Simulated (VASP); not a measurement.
Wanted: the native input for a VASP 6.6.1 run.

| Item | Value |
| --- | --- |
| Task | single point |
| Functional | LDA |
| Potentials or basis | VASP PAW LDA potentials, release 64 (Ba_sv) |
| Cutoff | 500 eV |
| k mesh | 12 × 12 × 12 |
| Occupations | fermi-dirac, width 0.05 eV |
| Spin | no spin polarisation |
| Dipole correction | no |
| Further INCAR settings | ALGO = Normal; EDIFF = 1e-06; NBANDS = 11 |

The structure of Ba lies in POSCAR:

```
Ba
1.0
    0.0000000000      2.7958554661      2.7958554661
    2.7958554661      0.0000000000      2.7958554661
    2.7958554661      2.7958554661      0.0000000000
Ba
1
Direct
    0.0000000000      0.0000000000      0.0000000000
```

The input as run:

INCAR

```
SYSTEM = Ba
PREC = Accurate ; ENCUT = 500
EDIFF = 1E-6 ; ISMEAR = -1
SIGMA = 0.05 ; LREAL = .False.
LASPH = .True. ; NELM = 120
ALGO = Normal ; ISIF = 2
LWAVE = .False. ; LCHARG = .True.
GGA = CA ; LELF = .True.
LVHAR = .True. ; NBANDS = 11
GGA_COMPAT = .False.
```

KPOINTS

```
regular mesh
0
Gamma
  12 12 12
  0 0 0
```

Potentials or basis: VASP PAW LDA potentials, release 64 (Ba_sv).

Run with:

```bash
$ cat potpaw_LDA.64/Ba_sv/POTCAR > POTCAR
$ mpirun -np 1 vasp_std > vasp.out
```

It gave:

| Quantity | Value |
| --- | --- |
| Pressure | 2.6 GPa |
| Band gap on the k mesh | zero (band 5 reaches 3.17 eV, above the bottom of band 6 at 2.19 eV) |

Caveat: spin-orbit coupling is left out, which moves the levels of the heavy elements.

It took 49 s on 1 thread of Intel Xeon 8259CL, on a shared host, peak memory 0.17 GiB.
